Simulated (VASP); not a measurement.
Crystal: NaF.

```
Na F
1.0
     0.00000    2.53126    2.53126
     2.53126    0.00000    2.53126
     2.53126    2.53126    0.00000
Na F
1 1
Direct
  0.00000 0.00000 0.00000
  0.25000 0.25000 0.25000
```

Base run:

* Program: VASP 6.6.1
* Functional: r2SCAN
* Potentials or basis: VASP PAW PBE potentials, release 64 (Na_pv, F)
* Cutoff: 520 eV
* k mesh: 8 × 8 × 8
* Occupations: gaussian, width 0.01 eV
* Spin: no spin polarisation

Its results: band gap on the k mesh 6.27 eV, direct; pressure -0.3 GPa.

Task: The run is repeated on the same cell with these changes: functional from r2SCAN to PBE; further incar settings from ALGO = Normal; EDIFF = 1e-07; NBANDS = 14 to ALGO = Normal; EDIFF = 1e-06; NBANDS = 14. What comes out?

Result: Band gap on the k mesh 5.61 eV, direct; pressure 1.9 GPa.

Caveats: the PAW data sets were made with another functional, which shifts forces and pressure a little (some runs).

A k mesh can miss the band edges.
